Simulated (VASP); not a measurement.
A run of VASP 6.6.1:

The input INCAR:

```
PREC = Accurate ; ENCUT = 520
EDIFF = 1E-6 ; ISMEAR = 0
SIGMA = 0.03 ; LREAL = False
LASPH = True ; NELM = 60
ALGO = Normal ; ISIF = 2
LWAVE = False ; LCHARG = False
GGA = PS ; IVDW = 12
NBANDS = 11
```

Contents of KPOINTS:

```
regular mesh
0
Gamma
  16 16 16
```

The input POSCAR:

```
C
1.0
    0.0000000000      2.0696277651      3.2332036561
    1.1956910189      0.0000000000      3.2332036561
    1.1956910189      2.0696277651      0.0000000000
C
2
Direct
    0.1902029221      0.8097970779      0.1902029221
    0.8097970779      0.1902029221      0.8097970779
```

Potentials or basis: VASP PAW PBE potentials, release 64 (C).

Run with:

```sh
$ cat potpaw_PBE.64/C/POTCAR > POTCAR
$ mpirun -np 1 vasp_std > vasp.out
```

Hardware: 1 thread of AMD EPYC 9R45 (Zen 5), on a shared host.

Problem. How long does it take, and how much memory?

Solution. It took 70 s on 1 thread of AMD EPYC 9R45 (Zen 5), on a shared host, peak memory 0.18 GiB. Counts: scf iterations 12, k points 621.
